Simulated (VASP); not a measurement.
Here is a VASP 6.6.1 calculation.

INCAR

```
SYSTEM = Cd3SnS4
ALGO = Normal
EDIFF = 1E-6
EDIFFG = -0.08
ENCUT = 600
GGA = PE
IBRION = 2
ISIF = 3
ISMEAR = 0
LASPH = .True.
LCHARG = .False.
LREAL = .False.
LWAVE = .False.
NELM = 100
NSW = 36
PREC = Accurate
SIGMA = 0.15
```

File KPOINTS:

```
k-points
0
Gamma
  3 3 3
  0 0 0
```

Contents of POSCAR:

```
Cd3SnS4
1.0
   -2.8662997500      2.8662997500      5.7381353200
    2.8662997500     -2.8662997500      5.7381353200
    2.8662997500      2.8662997500     -5.7381353200
Cd Sn S
3 1 4
Direct
    0.5000000000      0.5000000000      0.0000000000
    0.7500000000      0.2500000000      0.5000000000
    0.2500000000      0.7500000000      0.5000000000
    0.0000000000      0.0000000000      0.0000000000
    0.0000000000      0.5000000000      0.5000000000
    0.5000000000      0.0000000000      0.5000000000
    0.2510977100      0.2510977100      0.0000000000
    0.7489022900      0.7489022900      0.0000000000
```

Potentials or basis: VASP PAW PBE potentials, release 64 (Cd, Sn_d, S).

Launch:

```console
$ cat potpaw_PBE.64/Cd/POTCAR potpaw_PBE.64/Sn_d/POTCAR potpaw_PBE.64/S/POTCAR > POTCAR
$ mpirun -np 1 vasp_std > vasp.out
```

Q: What does it give for the relaxed cell?

A: a = 6.829 Å, b = 6.829 Å, c = 6.829 Å, α = 131.67°, β = 131.67°, γ = 70.76°.

Q: Predict the relaxed volume.

A: 21.76 Å³/atom.

Q: Estimate the band gap on the k mesh.

A: Zero (bands 37 and 38 overlap by 0.38 eV).

Q: What does it give for the space group after relaxing (to 0.1 Å)?

A: I4/mmm (No. 139).

Step by step:
| step | energy change (eV) | largest force (eV/Å) | pressure (GPa) | volume (Å³) |
| --- | --- | --- | --- | --- |
| 1 | 0.0000 | 0.3340 | -4.42 | 188.57 |
| 2 | -0.2200 | 0.2731 | 1.00 | 171.39 |
| 3 | -0.2266 | 0.2863 | 0.12 | 173.66 |
| 4 | -0.2265 | 0.2878 | 0.00 | 173.95 |
| 5 | -0.2336 | 0.2314 | -0.01 | 173.99 |
| 6 | -0.2458 | 0.0509 | 0.00 | 174.11 |

Caveat: the k points lie up to 0.42 Å⁻¹ apart in the final cell; semilocal functionals underestimate gaps, so a narrow gap can read as zero; spin-orbit coupling is left out, which moves the levels of the heavy elements; the relaxation stopped at a loose force limit of 0.08 eV/Å, so its end isn't a converged minimum.
